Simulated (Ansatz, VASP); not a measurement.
## Bi in VASP and in Ansatz

```
Bi
1.0
    -1.68656    2.07133    2.01371
     1.68656   -2.07133    2.01371
     1.68656    2.07133   -2.01371
Bi
1
Cartesian
  0.0000 0.0000 0.0000
```

Change from the starting cell: strain +e along x and -e along y -0.1000, strain +e along z and -e/2 along x and y +0.0467.

Alike in both runs: task single point; functional PBEsol; dispersion D3(BJ); k mesh 16 × 16 × 16; occupations gaussian, width 0.15 eV; no spin polarisation.

```csv
,VASP,Ansatz
version,VASP 6.6.1,Ansatz 0.2.0
potentials or method,"VASP PAW PBE potentials, release 64 (Bi_d), cutoff 520 eV","scalar-relativistic, plane waves, PAW"
valence electrons in the cell,15,15
```

```csv
,VASP,Ansatz,Ansatz less VASP
gap on the k mesh at the Fermi level (eV),none,none,-
pressure (GPa),1.9,1.9,+0.03
"traceless stress, the component that is largest in VASP (GPa)",1.11,1.11,+0.005
```

VASP's potentials were made for PBE, not for PBEsol. A gap of «none» marks a metal or a gap that the smearing closes.

Spin-orbit coupling is off throughout.
